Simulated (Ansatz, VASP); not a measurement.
# One calculation of ZnSeS, two programs

```
CELL_PARAMETERS angstrom
4.34245 0.00000 0.00000
-2.17123 3.76067 0.00000
0.00000 0.00000 4.29910
ATOMIC_POSITIONS crystal
Zn 0.66667 0.33333 0.50000
Se 0.33333 0.66667 0.50000
S 0.00000 0.00000 0.00000
```

Change from the starting cell: species swapped into the HoZnSi type (P-6m2, No. 187).

Alike in both runs: task relaxation of cell and atoms; functional PBE; k mesh 6 × 6 × 4; occupations gaussian, width 0.1 eV; no spin polarisation.

|  | VASP | Ansatz |
| --- | --- | --- |
| version | VASP 6.6.1 | Ansatz 0.2.0 |
| potentials or method | VASP PAW PBE potentials, release 64 (Zn, Se, S), cutoff 600 eV | scalar-relativistic, plane waves, PAW |
| valence electrons in the cell | 24 | 34 |

|  | VASP | Ansatz | Ansatz less VASP |
| --- | --- | --- | --- |
| gap on the k mesh at the Fermi level, each at its own relaxed structure (eV) | none | none | - |
| relaxed volume (Å³/atom) | 20.08 | 20.13 | +0.051 |
| relaxed length of the cell vector where the two differ most in proportion (Å) | 3.893 | 3.915 | +0.0217 |

A gap of «none» marks a metal or a gap that the smearing closes. VASP's potentials hold 24 valence electrons a cell and Ansatz's 34, so a difference there can come from the potentials and not from the codes.

The k mesh is coarse, so the values compare programs but aren't converged.
